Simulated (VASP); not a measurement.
# Bi2Te3 in VASP: single point with PBEsol

Aim: the single point of Bi2Te3 with PBEsol.

All numbers are computed with VASP 6.6.1; they aren't measurements. Logs are shortened: lines on timing, memory, paths and dates and some standing lists are left out, and cuts for length are marked.

## Step 1: The cell of the first run

The cell holds a slab with vacuum, 15 atoms: a = 4.381 Å, b = 4.381 Å, c = 36.323 Å, α = 90.00°, β = 90.00°, γ = 60.00°.

## Step 2: Single point, PBEsol (the distance across one plane changed)

Contents of INCAR:

```
SYSTEM = Bi2Te3
PREC     = Accurate       ! precision mode
ENCUT    = 500            ! plane-wave cutoff, eV
EDIFF    = 1E-6           ! SCF threshold, eV
ISMEAR   = 0              ! smearing method
SIGMA    = 0.03           ! smearing width, eV
LREAL    = .False.        ! projectors in reciprocal space
LASPH    = .True.         ! aspherical terms in the spheres
NELM     = 120            ! most SCF steps
ALGO     = Normal         ! electronic algorithm
ISIF     = 2              ! what is computed and relaxed
LWAVE    = .False.        ! write WAVECAR
LCHARG   = .False.        ! write CHGCAR
GGA      = PS             ! functional
NBANDS   = 85             ! bands
GGA_COMPAT= .False.
```

Contents of KPOINTS:

```
Automatic mesh
0
Gamma
  9 9 2
  0 0 0
```

Contents of POSCAR:

```
Bi2Te3
1.0
   -4.3808388124      0.0000000000      0.0000000000
   -2.1904194062     -3.7939177014      0.0000000000
    0.0000000000      0.0000000000     36.3232969145
Bi Te
6 9
Direct
    0.6666666667      0.6666666667      0.4729306901
    1.0000000000      0.0000000000      0.1946584380
    0.3333333333      0.3333333333      0.7512029423
    0.6666666667      0.6666666667      0.6401861457
    1.0000000000      0.0000000000      0.3619138936
    0.3333333333      0.3333333333      0.0836416414
    0.6666666667      0.6666666667      0.1391500397
    0.0000000000      1.0000000000      0.6956945440
    0.3333333333      0.3333333333      0.4174222918
    0.6666666667      0.6666666667      0.3144668611
    1.0000000000      0.0000000000      0.0361946090
    0.3333333333      0.3333333333      0.5927391133
    0.6666666667      0.6666666667      0.7986499747
    1.0000000000      0.0000000000      0.5203777226
    0.3333333333      0.3333333333      0.2421054704
```

Potentials or basis: VASP PAW PBE potentials, release 64 (Bi_d, Te).

On the command line:

```sh
$ cat potpaw_PBE.64/Bi_d/POTCAR potpaw_PBE.64/Te/POTCAR > POTCAR
$ mpirun -np 1 vasp_std > vasp.out
```

OUTCAR:

```text
SYSTEM = Bi2Te3
   PREC = Accurate
   ENCUT = 500
   EDIFF = 1E-6
   ISMEAR = 0
   LREAL = .False.
   LASPH = .True.
   NELM = 120
   ISIF = 2
   GGA = PS

 ion  position               nearest neighbor table
   1  0.667  0.667  0.473-  14 3.06  14 3.06  14 3.06   9 3.23   9 3.23   9 3.23
   2  0.000  0.000  0.195-  15 3.06  15 3.06  15 3.06   7 3.23   7 3.23   7 3.23
   3  0.333  0.333  0.751-  13 3.06  13 3.06  13 3.06   8 3.23   8 3.23   8 3.23
   4  0.667  0.667  0.640-  12 3.06  12 3.06  12 3.06   8 3.23   8 3.23   8 3.23
   5  0.000  0.000  0.362-  10 3.06  10 3.06  10 3.06   9 3.23   9 3.23   9 3.23
   6  0.333  0.333  0.084-  11 3.06  11 3.06  11 3.06   7 3.23   7 3.23   7 3.23
   7  0.667  0.667  0.139-   6 3.23   6 3.23   2 3.23   2 3.23   2 3.23   6 3.23
   8  0.000  0.000  0.696-   3 3.23   4 3.23   4 3.23   3 3.23   4 3.23   3 3.23
   9  0.333  0.333  0.417-   5 3.23   5 3.23   5 3.23   1 3.23   1 3.23   1 3.23
  10  0.667  0.667  0.314-   5 3.06   5 3.06   5 3.06  15 3.65  15 3.65  15 3.65
  11  0.000  0.000  0.036-   6 3.06   6 3.06   6 3.06
  12  0.333  0.333  0.593-   4 3.06   4 3.06   4 3.06  14 3.65  14 3.65  14 3.65
  13  0.667  0.667  0.799-   3 3.06   3 3.06   3 3.06
  14  0.000  0.000  0.520-   1 3.06   1 3.06   1 3.06  12 3.65  12 3.65  12 3.65
  15  0.333  0.333  0.242-   2 3.06   2 3.06   2 3.06  10 3.65  10 3.65  10 3.65

  LATTYP: Found a hexagonal cell.
 ALAT       =     4.3808388124
 C/A-ratio  =     8.2914022794

  Lattice vectors:

 A1 = (   2.1904194062,   3.7939177014,   0.0000000000)
 A2 = (  -4.3808388124,   0.0000000000,   0.0000000000)
 A3 = (   0.0000000000,   0.0000000000,  36.3232969145)

Analysis of symmetry for initial positions (statically):
=====================================================================
 Subroutine PRICEL returns:
 Original cell was already a primitive cell.

 Routine SETGRP: Setting up the symmetry group for a
 hexagonal supercell.

 Subroutine GETGRP returns: Found 12 space group operations
 (whereof  6 operations were pure point group operations)
 out of a pool of 24 trial point group operations.

The static configuration has the point symmetry C_3v.
 The point group associated with its full space group is D_3d.

Analysis of symmetry for dynamics (positions and initial velocities):
=====================================================================
 Subroutine PRICEL returns:
 Original cell was already a primitive cell.

 Routine SETGRP: Setting up the symmetry group for a
 hexagonal supercell.

[... 147 lines left out ...]
   IALGO  =     38    algorithm
   IMIX   =      4    mixing-type and parameters
     AMIX     =   0.40;   BMIX     =  1.00
     AMIX_MAG =   1.60;   BMIX_MAG =  1.00
  volume/ion in A,a.u.               =      40.25       271.60
  Fermi-wavevector in a.u.,A,eV,Ry     =   1.015279  1.918600 14.024776  1.030792
  Thomas-Fermi vector in A             =   2.148556
   LORBIT       =      0    0 simple, 1 ext, 2 COOP (PROOUT), +10 PAW based schemes
   GGA     = PS    functional components
   LHFCALC =     F    Hartree Fock is set to
   AEXX    =    0.0000 exact exchange contribution
   IVDW    =     0    specifies the selected vdW correction
   LEPSILON=     F    determine dielectric tensor
   LRPA    =     F    only Hartree local field effects (RPA)
 non-spin polarized calculation
 Gauss-broadening in eV      SIGMA  =   0.03
  energy-cutoff  :      500.00
  volume of cell :      603.71
 maximum number of plane-waves:     15402
   NGX = 15   NGY = 15   NGZ =133

 number of electron     143.9999996 magnetization

 Free energy of the ion-electron system (eV)
  ---------------------------------------------------
  ext. energy  EPLUGINS =         0.00000000
  ---------------------------------------------------
  free energy    TOTEN  =       -60.70441825 eV

  energy without entropy =      -60.70441825  energy(sigma->0) =      -60.70441825

 E-fermi :   4.3029     XC(G=0):  -8.2412

 val. band max:        4.1711927293   @ k =   0.0000   0.0000   0.0000
 cond. band min:       4.5652916849   @ k =   0.0000   0.0000   0.0000
 fundamental gap:      0.3940989556
 Fermi energy:         4.3028836129

 k-point     1 :       0.0000    0.0000    0.0000
  band No.  band energies     occupation
      1     -18.8015      2.00000
      2     -18.8015      2.00000
      3     -18.8015      2.00000
      4     -18.8015      2.00000
      5     -18.7989      2.00000
      6     -18.7988      2.00000
[... 2077 lines left out ...]
     83       7.7284      0.00000
     84       7.8023      0.00000
 [bands above 84 left out]

------------------------ aborting loop because EDIFF is reached ----------------------------------------

  FORCE on cell =-STRESS in cart. coord.  units (eV):
  Direction    XX          YY          ZZ          XY          YZ          ZX
  --------------------------------------------------------------------------------------
  -------------------------------------------------------------------------------------
  Total       -0.7818448     -0.7818448     -0.4583960      0.0000000      0.0000000      0.0000000
  in kB       -2.0749167     -2.0749167     -1.2165249      0.0000000      0.0000000      0.0000000
  external PRESSURE =      -1.7887861 kB  Pullay stress =       0.0000000 kB

 VOLUME and BASIS-vectors are now :
 -----------------------------------------------------------------------------
  energy-cutoff  :      500.00
  volume of cell :      603.71
      direct lattice vectors                 reciprocal lattice vectors
    -4.380838812  0.000000000  0.000000000    -0.228266787  0.131789891  0.000000000
    -2.190419406 -3.793917701  0.000000000     0.000000000 -0.263579782  0.000000000
     0.000000000  0.000000000 36.323296914     0.000000000  0.000000000  0.027530541

 POSITION                                       TOTAL-FORCE (eV/Angst)
 -----------------------------------------------------------------------------------
     -4.38084     -2.52928     17.17840         0.000000      0.000000     -0.003522
      0.00000      0.00000      7.07064        -0.000000      0.000000     -0.021358
     -2.19042     -1.26464     27.28617         0.000000     -0.000000      0.136057
     -4.38084     -2.52928     23.25367         0.000000      0.000000      0.021358
      0.00000      0.00000     13.14591        -0.000000      0.000000      0.003522
     -2.19042     -1.26464      3.03814         0.000000      0.000000     -0.136057
     -4.38084     -2.52928      5.05439        -0.000000      0.000000      0.002919
      0.00000      0.00000     25.26992        -0.000000      0.000000     -0.002919
     -2.19042     -1.26464     15.16215         0.000000     -0.000000      0.000000
     -4.38084     -2.52928     11.42247        -0.000000     -0.000000     -0.014039
      0.00000      0.00000      1.31471         0.000000      0.000000      0.133287
     -2.19042     -1.26464     21.53024        -0.000000     -0.000000     -0.023506
     -4.38084     -2.52928     29.00960        -0.000000      0.000000     -0.133287
      0.00000      0.00000     18.90183         0.000000      0.000000      0.014039
     -2.19042     -1.26464      8.79407         0.000000      0.000000      0.023506
 -----------------------------------------------------------------------------------
    total drift:                               -0.000000     -0.000000     -0.000067

  FREE ENERGIE OF THE ION-ELECTRON SYSTEM (eV)
  ---------------------------------------------------
  free  energy   TOTEN  =       -60.7044182518 eV

  energy  without entropy=      -60.7044182518  energy(sigma->0) =      -60.70441825
```

stdout:

```text
POSCAR found type information on POSCAR BiTe
 POSCAR found :  2 types and      15 ions
 scaLAPACK will be used
 -----------------------------------------------------------------------------
|                                                                             |
|                                                                             |
|     You enforced a specific xc type in the INCAR file but a different       |
|     I HOPE YOU KNOW WHAT YOU ARE DOING!                                     |
|                                                                             |
 -----------------------------------------------------------------------------

 LDA part: xc-table for (Slater+PW92), standard interpolation
 POSCAR, INCAR and KPOINTS ok, starting setup
 FFT: planning ... GRIDC
 FFT: planning ... GRID_SOFT
 FFT: planning ... GRID
 WAVECAR not read
 entering main loop
```

It took 39 min on 1 thread of Oxide Virtual Turin-like, shared host; peak memory 1.1 GiB.

What came out:

```yaml
Free_energy: -60.7044 eV
Largest_force: 0.136 eV/Å
Band_gap_on_the_k_mesh: 0.39 eV
```

Forces on the atoms (eV/Å):
```
Bi   0.000  0.000 -0.004
Bi   0.000  0.000 -0.021
Bi   0.000  0.000  0.136
Bi   0.000  0.000  0.021
Bi   0.000  0.000  0.004
Bi   0.000  0.000 -0.136
Te   0.000  0.000  0.003
Te   0.000  0.000 -0.003
Te   0.000  0.000  0.000
Te   0.000  0.000 -0.014
Te   0.000  0.000  0.133
Te   0.000  0.000 -0.024
Te   0.000  0.000 -0.133
Te   0.000  0.000  0.014
Te   0.000  0.000  0.024
```

Caveat: the cell differs from its parent crystal (the distance across one plane changed); there is no dipole correction, which matters where the two faces differ; the PAW data sets were made with another functional, which shifts forces and pressure a little; spin-orbit coupling is left out, which moves the levels of the heavy elements.
